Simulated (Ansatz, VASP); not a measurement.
# Si4IrPt: VASP beside Ansatz

```
CELL_PARAMETERS angstrom
4.34959 0.00000 0.00000
-2.17479 3.76685 0.00000
0.00000 0.00000 9.22682
ATOMIC_POSITIONS crystal
Si 0.00000 0.00000 0.76028
Si 0.00000 0.00000 0.23972
Si 0.33333 0.66667 0.50000
Si 0.66667 0.33333 0.50000
Ir 0.00000 0.00000 0.50000
Pt 0.00000 0.00000 0.00000
```

Alike in both runs: functional PBE; k mesh 12 × 12 × 4; occupations gaussian, width 0.1 eV; no spin polarisation.

Ansatz relaxed the structure, and its values are those at the end. VASP's run is a single point on that final structure, the one shown.

|  | VASP | Ansatz |
| --- | --- | --- |
| version | VASP 6.6.1 | Ansatz 0.2.0 |
| potentials or method | VASP PAW PBE potentials, release 64 (Si, Ir, Pt), cutoff 520 eV | scalar-relativistic, plane waves, PAW |
| valence electrons in the cell | 35 | 51 |

|  | VASP | Ansatz | Ansatz less VASP |
| --- | --- | --- | --- |
| gap on the k mesh at the Fermi level (eV) | none | none | - |
| pressure (GPa) | 0.1 | 0.0 | -0.10 |
| rms of the force components (eV/Å) | 0.012 | 0.003 | -0.0091 |

A gap of «none» marks a metal or a gap that the smearing closes. The functional is the same, so the differences come from potentials, cutoffs and numerics. VASP's potentials hold 35 valence electrons a cell and Ansatz's 51, so a difference there can come from the potentials and not from the codes.

Neither program's run includes spin-orbit coupling.
